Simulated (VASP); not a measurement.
Crystal: K2S.

```xyz
3
Lattice="0.0000 3.7028 3.7028 3.7028 0.0000 3.7028 3.7028 3.7028 0.0000" Properties=species:S:1:pos:R:3 pbc="T T T"
S     0.0000    0.0000    0.0000
K     1.8514    1.8514    1.8514
K     5.5541    5.5541    5.5541
```

Program: VASP 6.6.1. Alike in all runs: task single point; no spin polarisation; cell as given.

Order these runs on this cell by their band gap on the k mesh, lowest first.
A. level PBE-based screened hybrid with 50 % exact exchange; potentials or basis VASP PAW PBE potentials, release 64 (S, K_sv); k mesh 4 × 4 × 4; cutoff (eV) 400; smearing gaussian 0.01 eV; grid for exact exchange (PRECFOCK) Normal; share of exact exchange 0.5; screening parameter 0.2078 1/Å
B. level LDA; potentials or basis VASP PAW LDA potentials, release 64 (S, K_sv); k mesh 2 × 2 × 2; cutoff (eV) 500; smearing gaussian 0.01 eV
C. level PBE-based screened hybrid with 15 % exact exchange; potentials or basis VASP PAW PBE potentials, release 64 (S, K_sv); k mesh 4 × 4 × 4; cutoff (eV) 400; smearing gaussian 0.01 eV; grid for exact exchange (PRECFOCK) Normal; share of exact exchange 0.15; screening parameter 0.3 1/Å
D. level PBE; potentials or basis VASP PAW PBE potentials, release 64 (S, K_sv); k mesh 4 × 4 × 4; cutoff (eV) 500; smearing gaussian 0.5 eV
E. level HSE06; potentials or basis VASP PAW PBE potentials, release 64 (S, K_sv); k mesh 2 × 2 × 2; cutoff (eV) 400; smearing gaussian 0.01 eV; grid for exact exchange (PRECFOCK) Normal; share of exact exchange 0.25; screening parameter 0.2079 1/Å

B (2.05 eV), D (2.38 eV), C (2.81 eV), E (3.33 eV), A (4.29 eV).

Caveats: some runs use coarse meshes.

A k mesh can miss the band edges.
